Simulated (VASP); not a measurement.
# Ga18HN18 (a cell with a defect) in VASP: single point with PBE

Aim: the single point of Ga18HN18 (a cell with a defect) with PBE.

All numbers are computed with VASP 6.6.1; they aren't measurements. Logs are shortened: lines on timing, memory, paths and dates and some standing lists are left out, and cuts for length are marked.

**1. The cell of the first run**

The cell holds a defect, 37 atoms: a = 7.653 Å, b = 7.653 Å, c = 7.653 Å, α = 78.22°, β = 78.22°, γ = 78.22°.

**2. Single point, PBE (with an interstitial atom, then relaxed in part)**

File INCAR:

```
SYSTEM = Ga18HN18
ALGO = Normal
EDIFF = 1E-6
ENCUT = 520
GGA = PE
ISIF = 2
ISMEAR = 0
LASPH = .TRUE.
LCHARG = .FALSE.
LREAL = Auto
LWAVE = .FALSE.
NBANDS = 186
NELECT = 326.0
NELM = 60
PREC = Accurate
SIGMA = 0.01
```

File KPOINTS:

```
Automatic mesh
0
Gamma
  2 2 2
  0.5 0.5 0.5
```

File POSCAR:

```
Ga18HN18
1.0
   -0.0000000001      5.5743817708     -5.2431684095
    4.8275562239     -2.7871908853     -5.2431684095
   -4.8275562239     -2.7871908854     -5.2431684095
Ga N H
18 18 1
Direct
    0.9444293670      0.2806542187      0.2816434424
    0.2806409860      0.9444432188      0.2816450541
    0.9425317024      0.6089537945      0.9435482661
    0.6094287032      0.6094431572      0.2801609803
    0.2806319698      0.2806478137      0.9454404008
    0.9425424315      0.9425569222      0.6099452670
    0.6089372915      0.9425490319      0.9435512178
    0.2791476641      0.6094491344      0.6104443943
    0.6094349134      0.2791631990      0.6104440469
    0.8936049776      0.8936178303      0.2058560246
    0.2233495738      0.5552917958      0.2243582406
    0.8936003651      0.2048875661      0.8946042633
    0.5552775727      0.2233641673      0.2243574604
    0.2048681869      0.8936122728      0.8946068021
    0.8886296523      0.5570130549      0.5579964789
    0.5569887197      0.5570075806      0.8896432025
    0.2233497814      0.2233637755      0.5562805804
    0.5569973797      0.8886437717      0.5579967838
    0.8143880401      0.1611985604      0.1621781516
    0.1611816892      0.8144036993      0.1621767655
    0.8194486924      0.4794408687      0.8204590328
    0.4844397468      0.4844557659      0.1532925206
    0.1611716203      0.1611850501      0.8153928013
    0.8194607335      0.8194745114      0.4804199087
    0.4794203657      0.8194685959      0.8204617065
    0.1522796401      0.4844610909      0.4854538613
    0.4844462443      0.1522955527      0.4854530772
    0.0972239437      0.0972375062      0.4325357230
    0.4320289315      0.7628032498      0.4330391431
    0.0972194747      0.4315448948      0.0982285214
    0.7627888696      0.4320434217      0.4330384151
    0.4315305744      0.0972374605      0.0982315109
    0.0972718542      0.7568333140      0.7578320860
    0.7568139457      0.7568258504      0.0982900242
    0.4320225437      0.4320389287      0.7638025187
    0.7568191708      0.0972861892      0.7578292514
    0.9567398408      0.9567662868      0.9577527771
```

Potentials or basis: VASP PAW PBE potentials, release 64 (Ga_d, N, H).

On the command line:

```bash
$ cat potpaw_PBE.64/Ga_d/POTCAR potpaw_PBE.64/N/POTCAR potpaw_PBE.64/H/POTCAR > POTCAR
$ mpirun -np 1 vasp_std > vasp.out
```

OUTCAR:

```text
SYSTEM = Ga18HN18
   EDIFF = 1E-6
   ENCUT = 520
   GGA = PE
   ISIF = 2
   ISMEAR = 0
   LASPH = .TRUE.
   LREAL = Auto
   NELECT = 326.0
   NELM = 60
   PREC = Accurate

 ion  position               nearest neighbor table
   1  0.944  0.281  0.282-  19 1.94  31 1.96  30 1.97  28 1.97
   2  0.281  0.944  0.282-  20 1.94  29 1.96  32 1.97  28 1.97
   3  0.943  0.609  0.944-  21 1.97  30 1.98  34 1.98  33 1.98
   4  0.609  0.609  0.280-  34 1.93  31 1.96  29 1.96  22 1.98
   5  0.281  0.281  0.945-  23 1.94  35 1.96  30 1.97  32 1.97
   6  0.943  0.943  0.610-  24 1.97  28 1.98  36 1.98  33 1.98
   7  0.609  0.943  0.944-  25 1.97  32 1.98  34 1.98  36 1.98
   8  0.279  0.609  0.610-  33 1.93  29 1.96  35 1.96  26 1.98
   9  0.609  0.279  0.610-  36 1.93  31 1.96  35 1.96  27 1.98
  10  0.894  0.894  0.206-  37 1.85  20 1.99  19 1.99  34 2.01  24 2.05
  11  0.223  0.555  0.224-  20 1.93  22 1.95  26 1.95  30 1.97
  12  0.894  0.205  0.895-  37 1.85  23 1.99  19 1.99  36 2.01  21 2.05
  13  0.555  0.223  0.224-  19 1.93  22 1.95  27 1.95  32 1.97
  14  0.205  0.894  0.895-  37 1.85  20 1.99  23 1.99  33 2.01  25 2.05
  15  0.889  0.557  0.558-  24 1.97  21 1.97  31 1.97  26 1.97
  16  0.557  0.557  0.890-  21 1.97  25 1.97  35 1.97  22 1.97
  17  0.223  0.223  0.556-  23 1.93  27 1.95  26 1.95  28 1.97
  18  0.557  0.889  0.558-  24 1.97  25 1.97  29 1.97  27 1.97
  19  0.814  0.161  0.162-  13 1.93   1 1.94  12 1.99  10 1.99
  20  0.161  0.814  0.162-  11 1.93   2 1.94  14 1.99  10 1.99
[... 14 lines left out ...]
  35  0.432  0.432  0.764-   5 1.96   8 1.96   9 1.96  16 1.97
  36  0.757  0.097  0.758-   9 1.93   6 1.98   7 1.98  12 2.01
  37  0.957  0.957  0.958-  10 1.85  12 1.85  14 1.85

  LATTYP: Found a trigonal (rhomboedric) cell.
 ALAT       =     7.6527476828
 COS(alpha) =     0.2041157919

  Lattice vectors:

 A1 = (  -0.0000000001,   5.5743817708,  -5.2431684095)
 A2 = (   4.8275562239,  -2.7871908853,  -5.2431684095)
 A3 = (  -4.8275562239,  -2.7871908854,  -5.2431684095)

Analysis of symmetry for initial positions (statically):
=====================================================================
 Subroutine PRICEL returns:
 Original cell was already a primitive cell.

 Routine SETGRP: Setting up the symmetry group for a
 trigonal (rhombohedral) supercell.

 Subroutine GETGRP returns: Found  1 space group operations
 (whereof  1 operations were pure point group operations)
 out of a pool of 12 trial point group operations.

The static configuration has the point symmetry C_1 .

Analysis of symmetry for dynamics (positions and initial velocities):
=====================================================================
 Subroutine PRICEL returns:
 Original cell was already a primitive cell.

 Routine SETGRP: Setting up the symmetry group for a
 trigonal (rhombohedral) supercell.

 Subroutine GETGRP returns: Found  1 space group operations
 (whereof  1 operations were pure point group operations)
 out of a pool of 12 trial point group operations.

The dynamic configuration has the point symmetry C_1 .

 Subroutine INISYM returns: Found  1 space group operations
 (whereof  1 operations are pure point group operations),
 and found     1 'primitive' translations

----------------------------------------------------------------------------------------

                                     Primitive cell

  volume of cell :     423.2911

  direct lattice vectors                    reciprocal lattice vectors
    -0.000000000  5.574381771 -5.243168409    -0.000000000  0.119594727 -0.063574791
     4.827556224 -2.787190885 -5.243168409     0.103572072 -0.059797364 -0.063574791
    -4.827556224 -2.787190885 -5.243168409    -0.103572072 -0.059797364 -0.063574791

  length of vectors
     7.652747683  7.652747683  7.652747683     0.135442433  0.135442433  0.135442433

  position of ions in fractional coordinates (direct lattice)
     0.944429367  0.280654219  0.281643442
     0.280640986  0.944443219  0.281645054
     0.942531702  0.608953795  0.943548266
     0.609428703  0.609443157  0.280160980
     0.280631970  0.280647814  0.945440401
     0.942542432  0.942556922  0.609945267
[... 29 lines left out ...]
     0.756819171  0.097286189  0.757829251
     0.956739841  0.956766287  0.957752777

  ion indices of the primitive-cell ions
   primitive index   ion index
                 1           1
                 2           2
                 3           3
                 4           4
                 5           5
                 6           6
[... 29 lines left out ...]
                36          36
                37          37

----------------------------------------------------------------------------------------

 KPOINTS: Automatic mesh

Automatic generation of k-mesh.
 Grid dimensions read from file:
 generate k-points for:    2    2    2

 Generating k-lattice:

  Cartesian coordinates                     Fractional coordinates (reciprocal lattice)
    -0.000000000  0.059797364 -0.031787395     0.500000000  0.000000000  0.000000000
     0.051786036 -0.029898682 -0.031787395     0.000000000  0.500000000 -0.000000000
    -0.051786036 -0.029898682 -0.031787395     0.000000000  0.000000000  0.500000000

  Length of vectors
     0.067721217  0.067721217  0.067721217

  Shift w.r.t. Gamma in fractional coordinates (k-lattice)
     0.500000000  0.500000000  0.500000000

 Subroutine IBZKPT returns following result:
 ===========================================

 Found      4 irreducible k-points:

 Following reciprocal coordinates:
            Coordinates               Weight
  0.250000  0.250000  0.250000      2.000000
 -0.250000  0.250000  0.250000      2.000000
  0.250000 -0.250000  0.250000      2.000000
  0.250000  0.250000 -0.250000      2.000000
   k-points           NKPTS =      4   k-points in BZ     NKDIM =      4   number of bands    NBANDS=    186
   number of dos      NEDOS =    301   number of ions     NIONS =     37
   total plane-waves  NPLWV = 216000
   dimension x,y,z NGX =    60 NGY =   60 NGZ =   60
   dimension x,y,z NGXF=   120 NGYF=  120 NGZF=  120
   ions per type =              18  18   1
   NGX,Y,Z   is equivalent  to a cutoff of  13.03, 13.03, 13.03 a.u.
   NGXF,Y,Z  is equivalent  to a cutoff of  26.07, 26.07, 26.07 a.u.
 SYSTEM =  Ga18HN18
   PREC   = accura    normal or accurate (medium, high low for compatibility)
   ISTART =      0    job   : 0-new  1-cont  2-samecut
   ICHARG =      2    charge: 1-file 2-atom 10-const
   ISPIN  =      1    spin polarized calculation?
   LNONCOLLINEAR =      F non collinear calculations
   LSORBIT =      F    spin-orbit coupling
   LASPH  =      T    aspherical Exc in radial PAW
   ENCUT  =  520.0 eV  38.22 Ry    6.18 a.u.  14.23 14.23 14.23*2*pi/ulx,y,z
   NELM   =     60;   NELMIN=  2; NELMDL= -5     # of ELM steps
   EDIFF  = 0.1E-05   stopping-criterion for ELM
   LREAL  =      T    real-space projection
   EDIFFG = 0.1E-04   stopping-criterion for IOM
   NSW    =      0    number of steps for IOM
   IBRION =     -1    ionic relax: 0-MD 1-quasi-New 2-CG
   NFREE  =      0    steps in history (QN), initial steepest desc. (CG)
   ISIF   =      2    stress and relaxation
   ISYM   =      2    0-nonsym 1-usesym 2-fastsym
   POTIM  = 0.5000    time-step for ionic-motion
   TEBEG  =    0.0;   TEEND  =   0.0 temperature during run
   PSTRESS=    0.0 pullay stress
   NELECT =     326.0000    total number of electrons
   NUPDOWN=      -1.0000    fix difference up-down
   EMIN   =  10.00;   EMAX   =-10.00  energy-range for DOS
   EFERMI =   0.00;   METHOD = LEGACY
   ISMEAR =     0;   SIGMA  =   0.01  broadening in eV -4-tet -1-fermi 0-gaus
   EFERMI_NEDOS =   21; number of points for ismear=-14 and -15
   IALGO  =     38    algorithm
   IMIX   =      4    mixing-type and parameters
     AMIX     =   0.40;   BMIX     =  1.00
     AMIX_MAG =   1.60;   BMIX_MAG =  1.00
  volume/ion in A,a.u.               =      11.44        77.20
  Fermi-wavevector in a.u.,A,eV,Ry     =   1.500609  2.835741 30.637987  2.251829
  Thomas-Fermi vector in A             =   2.612088
   LORBIT       =      0    0 simple, 1 ext, 2 COOP (PROOUT), +10 PAW based schemes
   GGA     = PE    functional components
   LHFCALC =     F    Hartree Fock is set to
   AEXX    =    0.0000 exact exchange contribution
   IVDW    =     0    specifies the selected vdW correction
   LEPSILON=     F    determine dielectric tensor
   LRPA    =     F    only Hartree local field effects (RPA)
 non-spin polarized calculation
 Gauss-broadening in eV      SIGMA  =   0.01
  energy-cutoff  :      520.00
  volume of cell :      423.29
 maximum number of plane-waves:     11401
 NGX is ok and might be reduce to    60
   NGX = 29   NGY = 29   NGZ = 29

 number of electron     325.9999997 magnetization

 Free energy of the ion-electron system (eV)
  ---------------------------------------------------
  ext. energy  EPLUGINS =         0.00000000
  ---------------------------------------------------
  free energy    TOTEN  =      -213.37465971 eV

  energy without entropy =     -213.37465971  energy(sigma->0) =     -213.37465971

 E-fermi :   6.0115     XC(G=0): -11.5850

 val. band max:        5.9635052587   @ k =   0.2500  -0.2500   0.2500
 cond. band min:       8.0791290741   @ k =   0.2500   0.2500   0.2500
 fundamental gap:      2.1156238155
 Fermi energy:         6.0115064404

 k-point     1 :       0.2500    0.2500    0.2500
  band No.  band energies     occupation
      1     -10.5692      2.00000
      2     -10.0601      2.00000
      3     -10.0600      2.00000
      4     -10.0589      2.00000
      5      -9.9706      2.00000
      6      -9.8889      2.00000
[... 167 lines left out ...]
    174      10.1982      0.00000
    175      10.5595      0.00000

 k-point     2 :      -0.2500    0.2500    0.2500
  band No.  band energies     occupation
      1     -10.4789      2.00000
      2     -10.1611      2.00000
      3     -10.0737      2.00000
      4     -10.0688      2.00000
      5      -9.9704      2.00000
      6      -9.8971      2.00000
[... 167 lines left out ...]
    174      10.6457      0.00000
    175      10.6498      0.00000

 k-point     3 :       0.2500   -0.2500    0.2500
  band No.  band energies     occupation
      1     -10.4789      2.00000
      2     -10.1612      2.00000
      3     -10.0737      2.00000
      4     -10.0688      2.00000
      5      -9.9704      2.00000
      6      -9.8971      2.00000
[... 167 lines left out ...]
    174      10.6456      0.00000
    175      10.6498      0.00000

 k-point     4 :       0.2500    0.2500   -0.2500
  band No.  band energies     occupation
      1     -10.4789      2.00000
      2     -10.1611      2.00000
      3     -10.0738      2.00000
      4     -10.0688      2.00000
      5      -9.9704      2.00000
      6      -9.8971      2.00000
[... 167 lines left out ...]
    174      10.6457      0.00000
    175      10.6498      0.00000
 [bands above 175 left out]

------------------------ aborting loop because EDIFF is reached ----------------------------------------

  FORCE on cell =-STRESS in cart. coord.  units (eV):
  Direction    XX          YY          ZZ          XY          YZ          ZX
  --------------------------------------------------------------------------------------
  -------------------------------------------------------------------------------------
  Total       13.8540492     13.8564293     17.1274690     -0.0012672     -0.0020508     -0.0034039
  in kB       52.4382508     52.4472598     64.8283042     -0.0047964     -0.0077623     -0.0128838
  external PRESSURE =      56.5712716 kB  Pullay stress =       0.0000000 kB

 VOLUME and BASIS-vectors are now :
 -----------------------------------------------------------------------------
  energy-cutoff  :      520.00
  volume of cell :      423.29
      direct lattice vectors                 reciprocal lattice vectors
    -0.000000000  5.574381771 -5.243168409    -0.000000000  0.119594727 -0.063574791
     4.827556224 -2.787190885 -5.243168409     0.103572072 -0.059797364 -0.063574791
    -4.827556224 -2.787190885 -5.243168409    -0.103572072 -0.059797364 -0.063574791

 POSITION                                       TOTAL-FORCE (eV/Angst)
 -----------------------------------------------------------------------------------
     -0.00478      3.69738     -7.90002        -0.001846     -0.000345      0.009286
      3.19970     -1.85294     -7.90004        -0.001023     -0.001465      0.009502
     -1.61527      0.92691    -13.08188         0.002917     -0.001401     -0.000486
      1.58963      0.91769     -7.85968         0.009039      0.005328     -0.003434
     -3.20932     -1.85299     -7.89999         0.001078      0.000725      0.009732
      1.60570      0.92697    -13.08194        -0.002263     -0.001282     -0.000586
[... 29 lines left out ...]
     -3.18881      1.83543     -8.45164         0.014231     -0.007735      0.009011
     -0.00476     -0.00290    -15.05449        -0.000280      0.000164      0.010444
 -----------------------------------------------------------------------------------
    total drift:                               -0.004633     -0.001938     -0.010699

  FREE ENERGIE OF THE ION-ELECTRON SYSTEM (eV)
  ---------------------------------------------------
  free  energy   TOTEN  =      -213.3746597146 eV

  energy  without entropy=     -213.3746597146  energy(sigma->0) =     -213.37465971
```

Run time: 26 min. Hardware: 1 thread of Oxide Virtual Turin-like, shared host; peak memory 0.57 GiB.

Results:

```yaml
Free_energy: -213.3747 eV
Largest_force: 0.020 eV/Å
```

Forces in eV/Å, atoms in the order of the input:
```
Ga  -0.002  0.000  0.009
Ga  -0.001 -0.001  0.010
Ga   0.003 -0.001  0.000
Ga   0.009  0.005 -0.003
Ga   0.001  0.001  0.010
Ga  -0.002 -0.001 -0.001
Ga   0.000  0.004  0.000
Ga   0.001 -0.011 -0.002
Ga  -0.009  0.006 -0.002
Ga  -0.002 -0.001 -0.003
Ga   0.004 -0.003 -0.004
Ga   0.002 -0.002 -0.002
Ga   0.000  0.004 -0.005
Ga  -0.001  0.003 -0.002
Ga   0.000 -0.002  0.000
Ga   0.001  0.000  0.000
Ga  -0.005 -0.003 -0.005
Ga  -0.002  0.001  0.000
N   -0.001 -0.017 -0.010
N   -0.015  0.008 -0.010
N    0.004 -0.002 -0.003
N   -0.003 -0.002  0.003
N    0.015  0.009 -0.011
N   -0.004 -0.003 -0.001
N    0.000  0.005 -0.003
N    0.000  0.005  0.003
N    0.004 -0.003  0.003
N    0.003  0.002 -0.003
N    0.000  0.000  0.000
N   -0.003  0.001 -0.003
N    0.000  0.000  0.000
N    0.000 -0.003 -0.002
N    0.001  0.016  0.009
N   -0.013 -0.008  0.009
N    0.001  0.001 -0.001
N    0.014 -0.008  0.009
H    0.000  0.000  0.010
```

Caveat: the cell carries a net charge on a neutralising background, which shifts energy and pressure; the cell differs from its parent crystal (with an interstitial atom, then relaxed in part); the cell is charged against a uniform background, so pressure and absolute levels hang on convention.
